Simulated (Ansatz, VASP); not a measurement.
## Sb in VASP and in Ansatz

POSCAR

```
Sb
1.0
   -1.5765401831      1.5765401831      2.7119384313
    1.5765401831     -1.5765401831      2.7119384313
    1.5765401831      1.5765401831     -2.7119384313
Sb
1
Direct
    0.0000000000      0.0000000000      0.0000000000
```

File INCAR.step1:

```
SYSTEM = Sb
ALGO = Normal
EDIFF = 1E-5
ENCUT = 520
GGA = PE
ISIF = 2
ISMEAR = -1
LASPH = .TRUE.
LREAL = .FALSE.
LWAVE = .TRUE.
NBANDS = 8
NELM = 100
PREC = Accurate
SIGMA = 0.05
```

File INCAR.step2:

```
SYSTEM = Sb
AEXX = 0.25
ALGO = Normal
EDIFF = 1E-6
ENCUT = 520
GGA = PE
HFSCREEN = 0.3
ISIF = 2
ISMEAR = -1
ISTART = 1
LASPH = .TRUE.
LCHARG = .TRUE.
LELF = .TRUE.
LHFCALC = .TRUE.
LREAL = .FALSE.
LVHAR = .TRUE.
LWAVE = .FALSE.
NBANDS = 8
NELM = 100
PREC = Accurate
PRECFOCK = Normal
SIGMA = 0.05
```

KPOINTS

```
k-points
0
G
  6 6 6
  0 0 0
```

input

```
crystal:
  lattice:
    - [-1.5765401831, 1.5765401831, 2.7119384313]
    - [1.5765401831, -1.5765401831, 2.7119384313]
    - [1.5765401831, 1.5765401831, -2.7119384313]
  atoms:
    - { symbol: Sb, position: [0.0, 0.0, 0.0] }
hamiltonian:
  xc: { exchange: pbe, correlation: pbe, exx: { coeff: 0.25, omega: 0.3 } }
  pseudopotentials: { kind: paw }
kpoints:
  mp_grid: { grid: [6, 6, 6] }
  band_path:
    path:
      - [[0.0, 0.0, 0.0], [0.0, 0.0, 0.5], [-0.1689742169, 0.1689742169, 0.5], [-0.3344871084, 0.3344871084, 0.3344871084], [0.0, 0.0, 0.0], [0.5, 0.5, -0.5], [0.3344871084, 0.6655128916, -0.3344871084], [0.0, 0.5, 0.0], [0.25, 0.25, 0.25], [0.5, 0.5, -0.1689742169], [0.5, 0.5, -0.5]]
      - [[0.0, 0.0, 0.5], [0.25, 0.25, 0.25]]
    npoints: 4
scf:
  occupations: { method: fermi_dirac, width: 0.05 }
  n_extra_bands: 6
output:
  forces: true
  stress: true
  eigenvalues: true
  fatbands: false
  write_density: true
  write_potential: true
  elf: true
  volumetric_format: npy
```

Alike in both runs: functional PBE-based screened hybrid; k mesh 6 × 6 × 6; occupations fermi-dirac, width 0.05 eV; no spin polarisation.

```csv
,VASP,Ansatz
version,VASP 6.6.1,Ansatz 0.2.0
potentials or method,"VASP PAW PBE potentials, release 64 (Sb)",Ansatz PAW
plane-wave cutoff (eV),520,420
valence electrons in the cell,5,15
task,single point,band structure
```

```tsv
	VASP	Ansatz	Ansatz less VASP
gap on the k mesh at the Fermi level (eV)	none	none	-
pressure (GPa)	-1.3	-0.3	+1.05
traceless stress, the component that is largest in VASP (GPa)	-1.80	-2.05	-0.257
```

VASP's potentials were made for PBE, not for PBE-based screened hybrid. A gap of «none» marks a metal or a gap that the smearing closes. VASP's potentials hold 5 valence electrons a cell and Ansatz's 15, so a difference there can come from the potentials and not from the codes.

The k mesh is coarse, so the values compare programs but aren't converged. Neither program's run includes spin-orbit coupling.
